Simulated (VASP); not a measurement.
# Al6H in VASP: a series of runs

Runs on Al6H. Level: PBE. Tasks: single point.

All numbers are computed with VASP 6.6.1; they aren't measurements. Logs are shortened: lines on timing, memory, paths and dates and some standing lists are left out, and cuts for length are marked.

## 1. The cell of the first run

The cell holds a slab with vacuum, 14 atoms: a = 5.714 Å, b = 5.714 Å, c = 22.175 Å, α = 90.00°, β = 90.00°, γ = 90.00°.

## 2. Single point, PBE

Input file INCAR:

```
SYSTEM = Al6H
PREC = Accurate
ENCUT = 520
EDIFF = 1E-6
ISMEAR = 0
SIGMA = 0.1
LREAL = .False.
LASPH = .True.
NELM = 100
ALGO = Normal
ISIF = 2
LWAVE = .False.
LCHARG = .True.
LDIPOL = .True.
IDIPOL = 3
DIPOL = 0.5 0.5 0.297
GGA = PE
LELF = .True.
LVHAR = .True.
LVACPOTAV = .True.
NBANDS = 32
```

Input file KPOINTS:

```
Automatic mesh
0
Gamma
  5 5 1
  0 0 0
```

Input file POSCAR:

```
Al6H
1.0
    5.7135165837      0.0000000000      0.0000000000
    0.0000000000      5.7135165837      0.0000000000
    0.0000000000      0.0000000000     22.1746954375
Al H
12 2
Direct
    0.2500000000      0.2500000000      0.1803857921
    0.2500000000      0.7500000000      0.1803857921
    0.7500000000      0.2500000000      0.1803857921
    0.7500000000      0.7500000000      0.1803857921
    0.0000000000      0.0000000000      0.2744050924
    0.0000000000      0.5000000000      0.2744050924
    0.5000000000      0.0000000000      0.2744050924
    0.5000000000      0.5000000000      0.2744050924
    0.2500000000      0.2500000000      0.3686497278
    0.2500000000      0.7500000000      0.3686497278
    0.7500000000      0.2500000000      0.3686497278
    0.7500000000      0.7500000000      0.3686497278
    0.0000000000     -0.1618092792      0.4322357195
    0.0000000000      0.1618092792      0.4322357195
```

Potentials or basis: VASP PAW PBE potentials, release 64 (Al, H).

The run is started by

```sh
$ cat potpaw_PBE.64/Al/POTCAR potpaw_PBE.64/H/POTCAR > POTCAR
$ mpirun -np 1 vasp_std > vasp.out
```

OUTCAR:

```text
SYSTEM = Al6H
   PREC = Accurate
   ENCUT = 520
   EDIFF = 1E-6
   ISMEAR = 0
   LREAL = .False.
   LASPH = .True.
   NELM = 100
   ISIF = 2
   GGA = PE

 ion  position               nearest neighbor table
   1  0.250  0.250  0.180-   2 2.86   3 2.86   2 2.86   3 2.86   7 2.90   8 2.90   5 2.90   6 2.90

   2  0.250  0.750  0.180-   1 2.86   4 2.86   1 2.86   4 2.86   7 2.90   8 2.90   5 2.90   6 2.90

   3  0.750  0.250  0.180-   1 2.86   4 2.86   4 2.86   1 2.86   7 2.90   8 2.90   5 2.90   6 2.90
[... 4 lines left out ...]
                            11 2.91  12 2.91   9 2.91  10 2.91
   6  0.000  0.500  0.274-   5 2.86   8 2.86   5 2.86   8 2.86   1 2.90   2 2.90   3 2.90   4 2.90
                            11 2.91  12 2.91   9 2.91  10 2.91
   7  0.500  0.000  0.274-   5 2.86   8 2.86   8 2.86   5 2.86   1 2.90   2 2.90   3 2.90   4 2.90
                            11 2.91  12 2.91   9 2.91  10 2.91
   8  0.500  0.500  0.274-   6 2.86   7 2.86   7 2.86   6 2.86   1 2.90   2 2.90   3 2.90   4 2.90
                            11 2.91  12 2.91   9 2.91  10 2.91
   9  0.250  0.250  0.369-  14 2.07  11 2.86  10 2.86  10 2.86  11 2.86   6 2.91   7 2.91   8 2.91
                             5 2.91
  10  0.250  0.750  0.369-  13 2.07  12 2.86   9 2.86   9 2.86  12 2.86   6 2.91   7 2.91   8 2.91
                             5 2.91
  11  0.750  0.250  0.369-  14 2.07  12 2.86   9 2.86  12 2.86   9 2.86   6 2.91   7 2.91   8 2.91
                             5 2.91
  12  0.750  0.750  0.369-  13 2.07  11 2.86  10 2.86  11 2.86  10 2.86   6 2.91   7 2.91   8 2.91
                             5 2.91
  13  0.000  0.838  0.432-  10 2.07  12 2.07
  14  0.000  0.162  0.432-   9 2.07  11 2.07

  LATTYP: Found a simple tetragonal cell.
 ALAT       =     5.7135165837
 C/A-ratio  =     3.8810940885

  Lattice vectors:

 A1 = (   5.7135165837,   0.0000000000,   0.0000000000)
 A2 = (   0.0000000000,   5.7135165837,   0.0000000000)
 A3 = (   0.0000000000,   0.0000000000,  22.1746954375)

Analysis of symmetry for initial positions (statically):
=====================================================================
 Subroutine PRICEL returns:
 Original cell was already a primitive cell.

 Routine SETGRP: Setting up the symmetry group for a
 simple tetragonal supercell.

 Subroutine GETGRP returns: Found  4 space group operations
 (whereof  4 operations were pure point group operations)
 out of a pool of 16 trial point group operations.

The static configuration has the point symmetry C_2v.

Analysis of symmetry for dynamics (positions and initial velocities):
=====================================================================
 Subroutine PRICEL returns:
 Original cell was already a primitive cell.

 Routine SETGRP: Setting up the symmetry group for a
 simple tetragonal supercell.

 Subroutine GETGRP returns: Found  4 space group operations
 (whereof  4 operations were pure point group operations)
 out of a pool of 16 trial point group operations.

The dynamic configuration has the point symmetry C_2v.

 Subroutine INISYM returns: Found  4 space group operations
 (whereof  4 operations are pure point group operations),
 and found     1 'primitive' translations

----------------------------------------------------------------------------------------

                                     Primitive cell

  volume of cell :     723.8768

  direct lattice vectors                    reciprocal lattice vectors
     5.713516584  0.000000000  0.000000000     0.175023558  0.000000000  0.000000000
     0.000000000  5.713516584  0.000000000     0.000000000  0.175023558  0.000000000
     0.000000000  0.000000000 22.174695437     0.000000000  0.000000000  0.045096448

  length of vectors
     5.713516584  5.713516584 22.174695437     0.175023558  0.175023558  0.045096448

  position of ions in fractional coordinates (direct lattice)
     0.250000000  0.250000000  0.180385792
     0.250000000  0.750000000  0.180385792
     0.750000000  0.250000000  0.180385792
     0.750000000  0.750000000  0.180385792
     0.000000000  0.000000000  0.274405092
     0.000000000  0.500000000  0.274405092
     0.500000000  0.000000000  0.274405092
[... 42 lines left out ...]

  Shift w.r.t. Gamma in fractional coordinates (k-lattice)
     0.000000000  0.000000000  0.000000000

 Subroutine IBZKPT returns following result:
 ===========================================

 Found      9 irreducible k-points:

 Following reciprocal coordinates:
            Coordinates               Weight
  0.000000  0.000000  0.000000      1.000000
  0.200000  0.000000  0.000000      2.000000
  0.000000  0.200000  0.000000      2.000000
  0.400000  0.000000  0.000000      2.000000
  0.000000  0.400000  0.000000      2.000000
  0.200000  0.200000  0.000000      4.000000
  0.400000  0.200000  0.000000      4.000000
 -0.200000  0.400000  0.000000      4.000000
  0.400000  0.400000  0.000000      4.000000
   k-points           NKPTS =      9   k-points in BZ     NKDIM =      9   number of bands    NBANDS=     32
   number of dos      NEDOS =    301   number of ions     NIONS =     14
   total plane-waves  NPLWV = 296352
   dimension x,y,z NGX =    42 NGY =   42 NGZ =  168
   dimension x,y,z NGXF=    84 NGYF=   84 NGZF=  336
   ions per type =              12   2
   NGX,Y,Z   is equivalent  to a cutoff of  12.22, 12.22, 12.60 a.u.
   NGXF,Y,Z  is equivalent  to a cutoff of  24.44, 24.44, 25.19 a.u.
 SYSTEM =  Al6H
   PREC   = accura    normal or accurate (medium, high low for compatibility)
   ISTART =      0    job   : 0-new  1-cont  2-samecut
   ICHARG =      2    charge: 1-file 2-atom 10-const
   ISPIN  =      1    spin polarized calculation?
   LNONCOLLINEAR =      F non collinear calculations
   LSORBIT =      F    spin-orbit coupling
   LASPH  =      T    aspherical Exc in radial PAW
   ENCUT  =  520.0 eV  38.22 Ry    6.18 a.u.  10.62 10.62 41.23*2*pi/ulx,y,z
   NELM   =    100;   NELMIN=  2; NELMDL= -5     # of ELM steps
   EDIFF  = 0.1E-05   stopping-criterion for ELM
   LREAL  =      F    real-space projection
   EDIFFG = 0.1E-04   stopping-criterion for IOM
   NSW    =      0    number of steps for IOM
   IBRION =     -1    ionic relax: 0-MD 1-quasi-New 2-CG
   NFREE  =      0    steps in history (QN), initial steepest desc. (CG)
   ISIF   =      2    stress and relaxation
   ISYM   =      2    0-nonsym 1-usesym 2-fastsym
   POTIM  = 0.5000    time-step for ionic-motion
   TEBEG  =    0.0;   TEEND  =   0.0 temperature during run
   PSTRESS=    0.0 pullay stress
   NELECT =      38.0000    total number of electrons
   NUPDOWN=      -1.0000    fix difference up-down
   EMIN   =  10.00;   EMAX   =-10.00  energy-range for DOS
   EFERMI =   0.00;   METHOD = LEGACY
   ISMEAR =     0;   SIGMA  =   0.10  broadening in eV -4-tet -1-fermi 0-gaus
   EFERMI_NEDOS =   21; number of points for ismear=-14 and -15
   IALGO  =     38    algorithm
   IMIX   =      4    mixing-type and parameters
     AMIX     =   0.40;   BMIX     =  1.00
     AMIX_MAG =   1.60;   BMIX_MAG =  1.00
  volume/ion in A,a.u.               =      51.71       348.93
  Fermi-wavevector in a.u.,A,eV,Ry     =   0.612982  1.158368  5.112350  0.375747
  Thomas-Fermi vector in A             =   1.669467
   LORBIT       =      0    0 simple, 1 ext, 2 COOP (PROOUT), +10 PAW based schemes
   GGA     = PE    functional components
   LHFCALC =     F    Hartree Fock is set to
   AEXX    =    0.0000 exact exchange contribution
   IVDW    =     0    specifies the selected vdW correction
   LEPSILON=     F    determine dielectric tensor
   LRPA    =     F    only Hartree local field effects (RPA)
 non-spin polarized calculation
 Gauss-broadening in eV      SIGMA  =   0.10
  energy-cutoff  :      520.00
  volume of cell :      723.88
 maximum number of plane-waves:     19525
   NGX = 21   NGY = 21   NGZ = 83

 dipolmoment           0.000000      0.000000     -0.177215 electrons x Angstroem

 number of electron      37.9999999 magnetization

 dipolmoment           0.000000      0.000000      0.052605 electrons x Angstroem

 Free energy of the ion-electron system (eV)
  ---------------------------------------------------
  ext. energy  EPLUGINS =         0.00000000
  ---------------------------------------------------
  free energy    TOTEN  =       -47.12621657 eV

  energy without entropy =      -47.10746498  energy(sigma->0) =      -47.11684078

 E-fermi :  -0.9559     XC(G=0):  -3.8015

 val. band max:       -0.9649494246   @ k =   0.2000   0.2000   0.0000
 cond. band min:      -0.7843396419   @ k =   0.4000   0.0000   0.0000
 fundamental gap:      0.1806097827
 Fermi energy:        -0.9558503209

 k-point     1 :       0.0000    0.0000    0.0000
  band No.  band energies     occupation
      1     -11.1521      2.00000
      2      -9.2350      2.00000
      3      -6.9477      2.00000
      4      -6.8052      2.00000
      5      -6.7236      2.00000
      6      -6.6132      2.00000
[... 295 lines left out ...]
     30       2.0516      0.00000
     31       2.0753      0.00000
 [bands above 31 left out]

------------------------ aborting loop because EDIFF is reached ----------------------------------------

 vacuum level on the upper side and lower side of the slab       (xc-potential included)        -0.009        -0.175

  FORCE on cell =-STRESS in cart. coord.  units (eV):
  Direction    XX          YY          ZZ          XY          YZ          ZX
  --------------------------------------------------------------------------------------
  -------------------------------------------------------------------------------------
  Total       -9.1829176     -7.5653024     -4.3032098      0.0000000      0.0000000      0.0000000
  in kB      -20.3248159    -16.7445016     -9.5244182      0.0000000      0.0000000      0.0000000
  external PRESSURE =     -15.5312452 kB  Pullay stress =       0.0000000 kB

 VOLUME and BASIS-vectors are now :
 -----------------------------------------------------------------------------
  energy-cutoff  :      520.00
  volume of cell :      723.88
      direct lattice vectors                 reciprocal lattice vectors
     5.713516584  0.000000000  0.000000000     0.175023558  0.000000000  0.000000000
     0.000000000  5.713516584  0.000000000     0.000000000  0.175023558  0.000000000
     0.000000000  0.000000000 22.174695437     0.000000000  0.000000000  0.045096448

 POSITION                                       TOTAL-FORCE (eV/Angst)
 -----------------------------------------------------------------------------------
      1.42838      1.42838      4.00000        -0.017312     -0.022212      0.022607
      1.42838      4.28514      4.00000        -0.017312      0.022212      0.022607
      4.28514      1.42838      4.00000         0.017312     -0.022212      0.022607
      4.28514      4.28514      4.00000         0.017312      0.022212      0.022607
      0.00000      0.00000      6.08485         0.000000      0.000000      0.247631
      0.00000      2.85676      6.08485         0.000000      0.000000      0.258853
      2.85676      0.00000      6.08485         0.000000      0.000000     -0.061559
      2.85676      2.85676      6.08485         0.000000      0.000000     -0.124175
      1.42838      1.42838      8.17470        -0.157021     -0.027552      0.469066
      1.42838      4.28514      8.17470        -0.157021      0.027552      0.469066
      4.28514      1.42838      8.17470         0.157021     -0.027552      0.469066
      4.28514      4.28514      8.17470         0.157021      0.027552      0.469066
      0.00000      4.78902      9.58470         0.000000     -0.637058     -1.143722
      0.00000      0.92450      9.58470         0.000000      0.637058     -1.143722
 -----------------------------------------------------------------------------------
    total drift:                               -0.000000     -0.000000      0.000036

  FREE ENERGIE OF THE ION-ELECTRON SYSTEM (eV)
  ---------------------------------------------------
  free  energy   TOTEN  =       -47.1262165714 eV

  energy  without entropy=      -47.1074649787  energy(sigma->0) =      -47.11684078

 vacuum level on the upper side and lower side of the slab         3.673         3.381
```

Wall time 10 min (1 thread of Intel Xeon 8259CL, shared host); peak memory 0.68 GiB.

Results:

| Quantity | Value |
| --- | --- |
| Free energy | -47.1262 eV |
| Largest force | 1.309 eV/Å |
| Band gap on the k mesh | zero (bands 19 and 20 overlap by 0.96 eV) |
| Work function of the upper face | 4.63 eV |
| Work function of the lower face | 4.34 eV |

Forces in eV/Å, atoms in the order of the input:
```
Al  -0.017 -0.022  0.023
Al  -0.017  0.022  0.023
Al   0.017 -0.022  0.023
Al   0.017  0.022  0.023
Al   0.000  0.000  0.248
Al   0.000  0.000  0.259
Al   0.000  0.000 -0.062
Al   0.000  0.000 -0.124
Al  -0.157 -0.028  0.469
Al  -0.157  0.028  0.469
Al   0.157 -0.028  0.469
Al   0.157  0.028  0.469
H    0.000 -0.637 -1.144
H    0.000  0.637 -1.144
```

## 3. Single point, PBE

Input file INCAR:

```
  PREC = Accurate
  ENCUT = 520
  EDIFF = 1E-7
  ISMEAR = 0
  SIGMA = 0.1
  LREAL = False
  LASPH = True
  NELM = 60
  ALGO = Normal
  ISIF = 2
  LWAVE = False
  LCHARG = True
  LDIPOL = True
  IDIPOL = 3
  DIPOL = 0.5 0.5 0.293
  GGA = PE
  LELF = True
  LVHAR = True
  LVACPOTAV = True
  NBANDS = 32
```

Input file KPOINTS:

```
Automatic mesh
0
Gamma
  5 5 1
```

Edit POSCAR of step 2 so:

```diff
@@ -20,3 +20,3 @@
     0.7500000000      0.7500000000      0.3686497278
-    0.0000000000     -0.1618092792      0.4322357195
-    0.0000000000      0.1618092792      0.4322357195
+    0.0000000000     -0.2319062141      0.4033739928
+    0.0000000000      0.2319062141      0.4033739928
```

Potentials or basis: VASP PAW PBE potentials, release 64 (Al, H).

The run is started by

```sh
$ cat potpaw_PBE.64/Al/POTCAR potpaw_PBE.64/H/POTCAR > POTCAR
$ mpirun -np 1 vasp_std > vasp.out
```

Run time: 12 min. Hardware: 1 thread of Intel Xeon 8259CL, shared host; peak memory 0.68 GiB.

Results (log left out):

```
Free energy            : -47.3802 eV
Largest force          : 1.483 eV/Å
Band gap on the k mesh : zero (bands 19 and 20 overlap by 0.94 eV)
```

Forces in eV/Å, atoms in the order of the input:
```
Al  -0.072 -0.022 -0.007
Al  -0.072  0.022 -0.007
Al   0.072 -0.022 -0.007
Al   0.072  0.022 -0.007
Al   0.000  0.000 -0.001
Al   0.000  0.000  0.071
Al   0.000  0.000 -0.076
Al   0.000  0.000 -0.133
Al   1.220  0.140 -0.697
Al   1.220 -0.140 -0.697
Al  -1.220  0.140 -0.697
Al  -1.220 -0.140 -0.697
H    0.000  0.126  1.478
H    0.000 -0.126  1.478
```

Levels at points of the mesh, in eV from the Fermi level:
```
           k point  band 16  band 17  band 18  band 19  band 20  band 21  band 22  band 23
(0.00, 0.00, 0.00)    -1.10    -1.05    -0.89    -0.55    -0.48    -0.27    -0.16     1.04
```

[end of part 1 of 2]
